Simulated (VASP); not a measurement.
# Hg: electric field gradients with PBEsol

Crystal: Hg.

```
Hg
1.0
     4.62904    0.00000    0.00000
    -2.31452    4.00887    0.00000
     0.00000    0.00000    3.94590
Hg
3
Direct
  0.33333 0.66667 0.50000
  0.00000 0.00000 0.00000
  0.66667 0.33333 0.50000
```

```json
{
 "Program": "VASP 6.6.1",
 "Task": "electric field gradients",
 "Functional": "PBEsol",
 "Potentials or basis": "VASP PAW PBE potentials, release 64 (Hg)",
 "Cutoff": "520 eV",
 "k mesh": "8 × 8 × 9",
 "Occupations": "fermi-dirac, width 0.05 eV",
 "Spin": "no spin polarisation",
 "Dipole correction": "no",
 "Further INCAR settings": "ALGO = Normal; EDIFF = 1e-08; NBANDS = 25"
}
```

```yaml
Pressure: 4.7 GPa
Band_gap_on_the_k_mesh: zero (bands 18 and 19 overlap by 4.57 eV)
Largest_electric_field_gradient_by_atom: Hg +304.0, +23.5 (each value once) V/Å²
```

Stress tensor (GPa, compression positive):
```
 7.82  0.00  0.00
 0.00  7.82  0.00
 0.00  0.00 -1.47
```

Levels at points of the mesh, in eV from the Fermi level:
```
           k point  band 16  band 17  band 18  band 19  band 20  band 21
(0.00, 0.00, 0.00)    -5.89     0.15     1.98     2.32     3.41     3.41
(0.50, 0.00, 0.00)    -5.61    -4.95    -0.54     0.06     5.86     5.91
```

Electric field gradients, principal values (V/Å²):
```tsv
atom	least	middle	greatest (by size)
1 Hg	-152.002	-152.002	304.004
2 Hg	-11.748	-11.748	23.496
3 Hg	-152.002	-152.002	304.004
```

Wall time 55 s on 1 thread of Oxide Virtual Turin-like Processor, on a shared host, peak memory 0.19 GiB.

Caveat: the stress differs along the axes, from -1 to 8 GPa; without QUAD_EFG the Cq values of the log hold for a quadrupole moment of 1 mb, not for the nuclei; the PAW data sets were made with another functional, which shifts forces and pressure a little; spin-orbit coupling is left out, which moves the levels of the heavy elements.
